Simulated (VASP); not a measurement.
Crystal: CuO.

```
Cu O
1.0
     2.34185   -1.71130    0.00000
     2.34185    1.71130    0.00000
    -0.85003    0.00000    5.05787
Cu O
2 2
Direct
  0.50000 0.00000 0.50000
  0.00000 0.50000 0.00000
  0.41840 0.58160 0.75000
  0.58160 0.41840 0.25000
```

Base run:

```yaml
Program: VASP 6.6.1
Functional: PBE
Potentials_or_basis: VASP PAW PBE potentials, release 64 (Cu, O)
Cutoff: 520 eV
k_mesh: 10 × 10 × 5
Occupations: fermi-dirac, width 0.05 eV
Spin: no spin polarisation
Hubbard_terms: Cu d U = 5.3 eV
```

Its results: band gap on the k mesh zero (bands 17 and 18 overlap by 0.64 eV); pressure 2.4 GPa; largest force 0.178 eV/Å.

Task: The run is repeated on the same cell with these changes: functional from PBE to r2SCAN; further incar settings from ALGO = Normal; EDIFF = 1e-07; NBANDS = 25 to ALGO = Normal; EDIFF = 1e-06; NBANDS = 25. What comes out?

Result: Band gap on the k mesh zero (bands 17 and 18 overlap by 0.61 eV); pressure -4.3 GPa; largest force 0.186 eV/Å.

Caveats: U without spin polarisation on a metal has little footing; the cell stands under tension (at least some runs); the PAW data sets were made with another functional, which shifts forces and pressure a little (at least some runs).
